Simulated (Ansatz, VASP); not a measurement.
# One calculation of GdO, two programs

```
Gd O
1.0
     0.00000    2.70000    2.70000
     2.70000    0.00000    2.70000
     2.70000    2.70000    0.00000
Gd O
1 1
Direct
  0.00000 0.00000 0.00000
  0.25000 0.25000 0.25000
```

Alike in both runs: task single point; functional PBE; dispersion D4; k mesh 8 × 8 × 8; occupations gaussian, width 0.05 eV; collinear spin; Hubbard terms Gd f U = 6.0 eV.

```csv
,VASP,Ansatz
version,VASP 6.6.1,Ansatz 0.2.0
potentials or method,"VASP PAW PBE potentials, release 64 (Gd, O), cutoff 520 eV","scalar-relativistic, plane waves, PAW"
valence electrons in the cell,24,24
```

```csv
,VASP,Ansatz,Ansatz less VASP
gap on the k mesh at the Fermi level (eV),none,none,-
pressure (GPa),-2.3,-2.3,-0.04
net moment per atom (μB),3.97,3.97,0.000
size of the moment on the site where the two differ most (μB),7.07,7.02,-0.052
```

Site moments also hang on the region over which each program counts them. The programs project onto different local orbitals, so the same U acts differently, and such runs can settle in different states. A gap of «none» marks a metal or a gap that the smearing closes. Ansatz's warnings: filled band counts differ across k points, stability check not made.

Spin-orbit coupling is off throughout.
